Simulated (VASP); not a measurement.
Here is a VASP 6.6.1 calculation.

File INCAR:

```
ALGO     = Normal         # electronic algorithm
EDIFF    = 1E-7           # SCF threshold, eV
ENCUT    = 520            # plane-wave cutoff, eV
GGA      = PS             # functional
ISIF     = 2              # what is computed and relaxed
ISMEAR   = -1             # smearing method
LASPH    = True           # aspherical terms in the spheres
LCHARG   = False          # write CHGCAR
LREAL    = False          # projectors in reciprocal space
LWAVE    = False          # write WAVECAR
NBANDS   = 12             # bands
NELM     = 80             # most SCF steps
PREC     = Accurate       # precision mode
SIGMA    = 0.1            # smearing width, eV
```

KPOINTS

```
k-points
0
Gamma
  18 18 18
```

File POSCAR:

```
Cu
1.0
    0.0000000000      1.7455298584      1.7455298584
    1.7455298584      0.0000000000      1.7455298584
    1.7455298584      1.7455298584      0.0000000000
Cu
1
Direct
    0.0000000000      0.0000000000      0.0000000000
```

Potentials or basis: VASP PAW PBE potentials, release 64 (Cu).

Run with:

```bash
$ cat potpaw_PBE.64/Cu/POTCAR > POTCAR
$ mpirun -np 1 vasp_std > vasp.out
```

(1) Estimate the pressure.

Answers

(1) 12.9 GPa.

Caveat: the PAW data sets were made with another functional, which shifts forces and pressure a little.
